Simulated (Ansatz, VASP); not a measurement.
# One calculation of Pt, two programs

INCAR

```
PREC = Accurate
ENCUT = 520
EDIFF = 1E-6
ISMEAR = 0
SIGMA = 0.15
LREAL = F
LASPH = T
NELM = 80
ALGO = Fast
ISIF = 2
LWAVE = F
LCHARG = F
NBANDS = 11
```

Contents of KPOINTS:

```
regular mesh
0
Gamma
  20 20 20
```

Contents of POSCAR:

```
Pt
1.0
    0.0000000000      1.9468328700      1.8446241443
    2.0003707739      0.0000000000      1.8446241443
    2.0003707739      1.9468328700      0.0000000000
Pt
1
Direct
    0.0000000000      0.0000000000      0.0000000000
```

Input for Ansatz:

```yaml
crystal:
  lattice:
    - [0.0, 1.94683287, 1.8446241443]
    - [2.0003707739, 0.0, 1.8446241443]
    - [2.0003707739, 1.94683287, 0.0]
  atoms:
    - { symbol: Pt, position: [0.0, 0.0, 0.0] }
basis:
  ecutwfc: 420
kpoints:
  mp_grid: { grid: [20, 20, 20] }
hamiltonian:
  xc: lda
scf:
  occupations: { method: gaussian, width: 0.15 }
output:
  forces: true
  stress: true
  eigenvalues: true
```

Change from the starting cell: normal strain along x +0.0275, normal strain along z -0.0525.

Alike in both runs: task single point; functional LDA; k mesh 20 × 20 × 20; occupations gaussian, width 0.15 eV; no spin polarisation.

```csv
,VASP,Ansatz
version,VASP 6.6.1,Ansatz 0.2.0
potentials or method,"VASP PAW LDA potentials, release 64 (Pt), cutoff 520 eV","scalar-relativistic, plane waves, PAW"
valence electrons in the cell,10,18
```

Ansatz gave:

| Quantity | Value |
| --- | --- |
| gap on the k mesh at the Fermi level (eV) | none |
| pressure (GPa) | 9.5 |
| traceless stress, the component that is largest in VASP (GPa) | -4.57 |

Task: Which values does VASP return?

Result: gap on the k mesh at the Fermi level (eV): none; pressure (GPa): 10.5; traceless stress, the component that is largest in VASP (GPa): -4.58.

LDA's correlation is that of Perdew and Zunger in VASP and of Perdew and Wang (1992) in Ansatz. A gap of «none» marks a metal or a gap that the smearing closes. VASP's potentials hold 10 valence electrons a cell and Ansatz's 18, so a difference there can come from the potentials and not from the codes.

Spin-orbit coupling is off throughout.
